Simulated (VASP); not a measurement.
# BP (I-4m2) in VASP: a series of runs

Aim: see how the results for BP move with the level of theory and the settings. Levels: PBE, r2SCAN. Tasks: single point.

Everything below comes from runs of VASP 6.6.1. Logs are shortened: lines on timing, memory, paths and dates and some standing lists are left out, and cuts for length are marked.

**1. The cell of the first run**

The structure is tetragonal, space group I-4m2 (No. 119). The conventional cell has a = 3.392 Å, b = 3.392 Å, c = 4.537 Å, α = 90.00°, β = 90.00°, γ = 90.00°. B (site symmetry -4m2) has 4 P at 2.04 Å within 2.7 Å. P (site symmetry -4m2) has 4 B at 2.04 Å within 2.7 Å.

**2. Single point, PBE (biaxial xy strain +5.8%)**

File INCAR:

```
ALGO     = Normal         # electronic algorithm
EDIFF    = 1E-6           # SCF threshold, eV
ENCUT    = 520            # plane-wave cutoff, eV
GGA      = PE             # functional
ISIF     = 2              # what is computed and relaxed
ISMEAR   = 0              # smearing method
LASPH    = True           # aspherical terms in the spheres
LCHARG   = True           # write CHGCAR
LELF     = True           # ELF
LREAL    = False          # projectors in reciprocal space
LVHAR    = True         
LWAVE    = False          # write WAVECAR
NBANDS   = 11             # bands
NELM     = 80             # most SCF steps
PREC     = Accurate       # precision mode
SIGMA    = 0.01           # smearing width, eV
```

File KPOINTS:

```
k-points
0
Gamma
  6 6 6
```

File POSCAR:

```
BP
1.0
    0.0000000000      2.3987436943      2.2683155501
    2.3987436943      0.0000000000      2.2683155501
    2.3987436943      2.3987436943      0.0000000000
B P
1 1
Direct
    0.0000000000      0.0000000000      0.0000000000
    0.2500000000      0.2500000000      0.2500000000
```

Potentials or basis: VASP PAW PBE potentials, release 64 (B, P).

Run with:

```sh
$ cat potpaw_PBE.64/B/POTCAR potpaw_PBE.64/P/POTCAR > POTCAR
$ mpirun -np 1 vasp_std > vasp.out
```

OUTCAR:

```text
EDIFF = 1E-6
   ENCUT = 520
   GGA = PE
   ISIF = 2
   ISMEAR = 0
   LASPH = True
   LREAL = False
   NELM = 80
   PREC = Accurate

 ion  position               nearest neighbor table
   1  0.000  0.000  0.000-   2 2.04   2 2.04   2 2.04   2 2.04
   2  0.250  0.250  0.250-   1 2.04   1 2.04   1 2.04   1 2.04

  LATTYP: Found a body centered tetragonal cell.
 ALAT       =     3.3923358651
 C/A-ratio  =     1.3373177894

  Lattice vectors:

 A1 = (   0.0000000000,  -2.3987436943,  -2.2683155501)
 A2 = (   0.0000000000,   2.3987436943,  -2.2683155501)
 A3 = (   2.3987436943,   0.0000000000,   2.2683155501)

Analysis of symmetry for initial positions (statically):
=====================================================================
 Subroutine PRICEL returns:
 Original cell was already a primitive cell.

 Routine SETGRP: Setting up the symmetry group for a
 body centered tetragonal supercell.

 Subroutine GETGRP returns: Found  8 space group operations
 (whereof  8 operations were pure point group operations)
 out of a pool of 16 trial point group operations.

The static configuration has the point symmetry D_2d.

Analysis of symmetry for dynamics (positions and initial velocities):
=====================================================================
 Subroutine PRICEL returns:
 Original cell was already a primitive cell.

 Routine SETGRP: Setting up the symmetry group for a
 body centered tetragonal supercell.

 Subroutine GETGRP returns: Found  8 space group operations
 (whereof  8 operations were pure point group operations)
 out of a pool of 16 trial point group operations.

The dynamic configuration has the point symmetry D_2d.

 Subroutine INISYM returns: Found  8 space group operations
 (whereof  8 operations are pure point group operations),
 and found     1 'primitive' translations

----------------------------------------------------------------------------------------

                                     Primitive cell

  volume of cell :      26.1036

  direct lattice vectors                    reciprocal lattice vectors
     0.000000000  2.398743694  2.268315550    -0.208442445  0.208442445  0.220427885
     2.398743694  0.000000000  2.268315550     0.208442445 -0.208442445  0.220427885
     2.398743694  2.398743694  0.000000000     0.208442445  0.208442445 -0.220427885

  length of vectors
     3.301397696  3.301397696  3.392335865     0.368082814  0.368082814  0.368082814

  position of ions in fractional coordinates (direct lattice)
     0.000000000  0.000000000  0.000000000
     0.250000000  0.250000000  0.250000000

  ion indices of the primitive-cell ions
   primitive index   ion index
                 1           1
                 2           2

----------------------------------------------------------------------------------------

 KPOINTS: k-points

Automatic generation of k-mesh.
 Grid dimensions read from file:
 generate k-points for:    6    6    6

 Generating k-lattice:

  Cartesian coordinates                     Fractional coordinates (reciprocal lattice)
    -0.034740407  0.034740407  0.036737981     0.166666667  0.000000000  0.000000000
     0.034740407 -0.034740407  0.036737981     0.000000000  0.166666667  0.000000000
     0.034740407  0.034740407 -0.036737981    -0.000000000 -0.000000000  0.166666667

  Length of vectors
     0.061347136  0.061347136  0.061347136

  Shift w.r.t. Gamma in fractional coordinates (k-lattice)
     0.000000000  0.000000000  0.000000000

 Subroutine IBZKPT returns following result:
 ===========================================

 Found     30 irreducible k-points:

 Following reciprocal coordinates:
            Coordinates               Weight
  0.000000  0.000000  0.000000      1.000000
  0.166667  0.000000  0.000000      8.000000
  0.333333  0.000000  0.000000      8.000000
  0.500000 -0.000000  0.000000      4.000000
  0.166667  0.166667  0.000000      2.000000
  0.333333  0.166667  0.000000      8.000000
[... 16 lines left out ...]
  0.333333  0.000000  0.333333      4.000000
  0.500000  0.000000  0.333333     16.000000
 [... further k-points ...]
   k-points           NKPTS =     30   k-points in BZ     NKDIM =     30   number of bands    NBANDS=     11
   number of dos      NEDOS =    301   number of ions     NIONS =      2
   total plane-waves  NPLWV =  21952
   dimension x,y,z NGX =    28 NGY =   28 NGZ =   28
   dimension x,y,z NGXF=    56 NGYF=   56 NGZF=   56
   ions per type =               1   1
   NGX,Y,Z   is equivalent  to a cutoff of  14.10, 14.10, 13.72 a.u.
   NGXF,Y,Z  is equivalent  to a cutoff of  28.20, 28.20, 27.44 a.u.
 SYSTEM =  unknown system
   PREC   = accura    normal or accurate (medium, high low for compatibility)
   ISTART =      0    job   : 0-new  1-cont  2-samecut
   ICHARG =      2    charge: 1-file 2-atom 10-const
   ISPIN  =      1    spin polarized calculation?
   LNONCOLLINEAR =      F non collinear calculations
   LSORBIT =      F    spin-orbit coupling
   LASPH  =      T    aspherical Exc in radial PAW
   ENCUT  =  520.0 eV  38.22 Ry    6.18 a.u.   6.14  6.14  6.31*2*pi/ulx,y,z
   NELM   =     80;   NELMIN=  2; NELMDL= -5     # of ELM steps
   EDIFF  = 0.1E-05   stopping-criterion for ELM
   LREAL  =      F    real-space projection
   EDIFFG = 0.1E-04   stopping-criterion for IOM
   NSW    =      0    number of steps for IOM
   IBRION =     -1    ionic relax: 0-MD 1-quasi-New 2-CG
   NFREE  =      0    steps in history (QN), initial steepest desc. (CG)
   ISIF   =      2    stress and relaxation
   ISYM   =      2    0-nonsym 1-usesym 2-fastsym
   POTIM  = 0.5000    time-step for ionic-motion
   TEBEG  =    0.0;   TEEND  =   0.0 temperature during run
   PSTRESS=    0.0 pullay stress
   NELECT =       8.0000    total number of electrons
   NUPDOWN=      -1.0000    fix difference up-down
   EMIN   =  10.00;   EMAX   =-10.00  energy-range for DOS
   EFERMI =   0.00;   METHOD = LEGACY
   ISMEAR =     0;   SIGMA  =   0.01  broadening in eV -4-tet -1-fermi 0-gaus
   EFERMI_NEDOS =   21; number of points for ismear=-14 and -15
   IALGO  =     38    algorithm
   IMIX   =      4    mixing-type and parameters
     AMIX     =   0.40;   BMIX     =  1.00
     AMIX_MAG =   1.60;   BMIX_MAG =  1.00
  volume/ion in A,a.u.               =      13.05        88.08
  Fermi-wavevector in a.u.,A,eV,Ry     =   1.103751  2.085787 16.575519  1.218266
  Thomas-Fermi vector in A             =   2.240214
   LORBIT       =      0    0 simple, 1 ext, 2 COOP (PROOUT), +10 PAW based schemes
   GGA     = PE    functional components
   LHFCALC =     F    Hartree Fock is set to
   AEXX    =    0.0000 exact exchange contribution
   IVDW    =     0    specifies the selected vdW correction
   LEPSILON=     F    determine dielectric tensor
   LRPA    =     F    only Hartree local field effects (RPA)
 non-spin polarized calculation
 Gauss-broadening in eV      SIGMA  =   0.01
  energy-cutoff  :      520.00
  volume of cell :       26.10
 maximum number of plane-waves:       720
 NGX is ok and might be reduce to    28
   NGX = 13   NGY = 13   NGZ = 13

 number of electron       8.0000000 magnetization

 Free energy of the ion-electron system (eV)
  ---------------------------------------------------
  ext. energy  EPLUGINS =         0.00000000
  ---------------------------------------------------
  free energy    TOTEN  =       -12.75399500 eV

  energy without entropy =      -12.75399500  energy(sigma->0) =      -12.75399500

 E-fermi :   6.5976     XC(G=0): -10.4363

 val. band max:        6.5021693214   @ k =   0.0000   0.0000   0.0000
 cond. band min:       7.2235126293   @ k =   0.3333   0.3333   0.0000
 fundamental gap:      0.7213433079
 Fermi energy:         6.5975869083

 k-point     1 :       0.0000    0.0000    0.0000
  band No.  band energies     occupation
      1      -8.3272      2.00000
      2       6.0193      2.00000
      3       6.0193      2.00000
      4       6.5022      2.00000
      5       9.2353      0.00000
      6       9.5622      0.00000
      7       9.5622      0.00000
      8      11.8881      0.00000
      9      16.9995      0.00000
     10      17.3417      0.00000
     11      18.5744      0.00000

 k-point     2 :       0.1667    0.0000    0.0000
  band No.  band energies     occupation
      1      -7.8741      2.00000
      2       3.5131      2.00000
      3       5.3762      2.00000
      4       5.7890      2.00000
      5       9.6354      0.00000
      6      10.3270      0.00000
      7      10.3441      0.00000
      8      13.4887      0.00000
      9      16.5341      0.00000
     10      17.2080      0.00000
     11      18.2115      0.00000

 k-point     3 :       0.3333    0.0000    0.0000
  band No.  band energies     occupation
      1      -6.6003      2.00000
      2      -0.0622      2.00000
      3       4.5599      2.00000
      4       5.1093      2.00000
      5       9.3233      0.00000
      6      10.7264      0.00000
      7      11.1598      0.00000
      8      15.5958      0.00000
      9      17.5082      0.00000
     10      17.7744      0.00000
     11      18.8476      0.00000
[... 267 lines left out ...]
 k-point    23 :       0.3333    0.0000    0.3333
  band No.  band energies     occupation
      1      -6.0631      2.00000
      2       0.5734      2.00000
      3       3.1314      2.00000
      4       3.2650      2.00000
      5       7.9024      0.00000
      6       9.6642      0.00000
      7      14.4267      0.00000
      8      15.5886      0.00000
      9      18.0638      0.00000
     10      20.7732      0.00000
     11      21.7094      0.00000

 k-point    24 :       0.5000    0.0000    0.3333
  band No.  band energies     occupation
      1      -4.7610      2.00000
      2      -1.0917      2.00000
      3       1.6000      2.00000
      4       3.0285      2.00000
      5       8.4372      0.00000
      6      10.5212      0.00000
      7      14.8445      0.00000
      8      16.0212      0.00000
      9      18.5594      0.00000
     10      20.8399      0.00000
     11      21.8482      0.00000

 [... further k-points ...]

------------------------ aborting loop because EDIFF is reached ----------------------------------------

  FORCE on cell =-STRESS in cart. coord.  units (eV):
  Direction    XX          YY          ZZ          XY          YZ          ZX
  --------------------------------------------------------------------------------------
  -------------------------------------------------------------------------------------
  Total       -2.9395789     -2.9395789     -0.9022686      0.0000000      0.0000000     -0.0000000
  in kB     -180.4240965   -180.4240965    -55.3790218      0.0000000      0.0000000     -0.0000000
  external PRESSURE =    -138.7424049 kB  Pullay stress =       0.0000000 kB

 VOLUME and BASIS-vectors are now :
 -----------------------------------------------------------------------------
  energy-cutoff  :      520.00
  volume of cell :       26.10
      direct lattice vectors                 reciprocal lattice vectors
     0.000000000  2.398743694  2.268315550    -0.208442445  0.208442445  0.220427885
     2.398743694  0.000000000  2.268315550     0.208442445 -0.208442445  0.220427885
     2.398743694  2.398743694  0.000000000     0.208442445  0.208442445 -0.220427885

 POSITION                                       TOTAL-FORCE (eV/Angst)
 -----------------------------------------------------------------------------------
      0.00000      0.00000      0.00000        -0.000000     -0.000000     -0.000000
      1.19937      1.19937      1.13416         0.000000      0.000000      0.000000
 -----------------------------------------------------------------------------------
    total drift:                                0.000000      0.000000     -0.000000

  FREE ENERGIE OF THE ION-ELECTRON SYSTEM (eV)
  ---------------------------------------------------
  free  energy   TOTEN  =       -12.7539949972 eV

  energy  without entropy=      -12.7539949972  energy(sigma->0) =      -12.75399500
```

It took 11 s on 1 thread of Intel Xeon Platinum 8259CL at 2.50GHz (Skylake/Cascade Lake), shared host; peak memory 0.15 GiB.

What came out:

```yaml
Free_energy: -12.7540 eV
Pressure: -13.9 GPa
Band_gap_on_the_k_mesh: 0.72 eV, indirect (least direct gap 2.73 eV)
```

Caveat: the cell differs from its parent crystal (biaxial xy strain +5.8%).

[end of part 1 of 3]
